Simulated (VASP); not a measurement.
Input of a VASP 6.6.1 run:

The input INCAR:

```
PREC = Accurate
ENCUT = 520
EDIFF = 1E-6
ISMEAR = 0
SIGMA = 0.1
LREAL = False
LASPH = True
NELM = 60
ALGO = Normal
ISIF = 2
LWAVE = False
LCHARG = True
GGA = PE
LELF = True
LVHAR = True
NBANDS = 24
```

KPOINTS

```
Automatic mesh
0
Gamma
  6 6 4
```

File POSCAR:

```
Li3IF2
1.0
    6.1803379542      0.0000000000      0.0000000000
   -3.0901689771      5.3523296723      0.0000000000
    0.0000000000      0.0000000000      4.7229275853
Li I F
3 1 2
Direct
    0.5000000000      0.0000000000      0.5000000000
    0.0000000000      0.5000000000      0.5000000000
    0.5000000000      0.5000000000      0.5000000000
    0.0000000000      0.0000000000      0.5000000000
    0.3333333333      0.6666666667      0.5000000000
    0.6666666667      0.3333333333      0.5000000000
```

Potentials or basis: VASP PAW PBE potentials, release 64 (Li_sv, I, F).

Command:

```sh
$ cat potpaw_PBE.64/Li_sv/POTCAR potpaw_PBE.64/I/POTCAR potpaw_PBE.64/F/POTCAR > POTCAR
$ mpirun -np 1 vasp_std > vasp.out
```

Task: What does it give for the band gap on the k mesh?

Result: 3.50 eV, direct.

Caveat: spin-orbit coupling is left out, which moves the levels of the heavy elements. A k mesh can miss the band edges.
